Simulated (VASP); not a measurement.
Set up this calculation in VASP 6.6.1, as the native input.

* Task: single point
* Functional: LDA
* Potentials or basis: VASP PAW LDA potentials, release 64 (Hf_pv, N)
* Cutoff: 600 eV
* k mesh: 10 × 10 × 10
* Occupations: fermi-dirac, width 0.05 eV
* Spin: no spin polarisation
* Dipole correction: no
* Further INCAR settings: ALGO = Normal; EDIFF = 1e-06; NBANDS = 14

The structure of HfN lies in POSCAR:

```
HfN
1.0
    0.0000000000      2.2856876150      2.2856876150
    2.2856876150      0.0000000000      2.2856876150
    2.2856876150      2.2856876150      0.0000000000
Hf N
1 1
Direct
    0.0000000000      0.0000000000      0.0000000000
    0.5000000000      0.5000000000      0.5000000000
```

One way to write it, as run:

INCAR

```
ALGO = Normal
EDIFF = 1E-6
ENCUT = 600
GGA = CA
GGA_COMPAT = F
ISIF = 2
ISMEAR = -1
LASPH = T
LCHARG = T
LELF = T
LREAL = F
LVHAR = T
LWAVE = F
NBANDS = 14
NELM = 120
PREC = Accurate
SIGMA = 0.05
```

KPOINTS

```
k-points
0
Gamma
  10 10 10
```

Potentials or basis: VASP PAW LDA potentials, release 64 (Hf_pv, N).

Launch:

```bash
$ cat potpaw_LDA.64/Hf_pv/POTCAR potpaw_LDA.64/N/POTCAR > POTCAR
$ mpirun -np 1 vasp_std > vasp.out
```

Results of the run:

```json
{
 "Pressure": "-19.1 GPa",
 "Band gap on the k mesh": "zero (an odd number of electrons rules out a gap without spin polarisation)"
}
```

Caveat: the cell stands under tension; spin-orbit coupling is left out, which moves the levels of the heavy elements; an odd number of electrons without spin polarisation forces a metal; a magnetic or distorted state may lie lower.

Wall time 23 s on 1 thread of Intel(R) Xeon(R) Platinum 8259CL CPU @ 2.50GHz (Skylake/Cascade Lake), with other jobs on the host, peak memory 0.15 GiB.
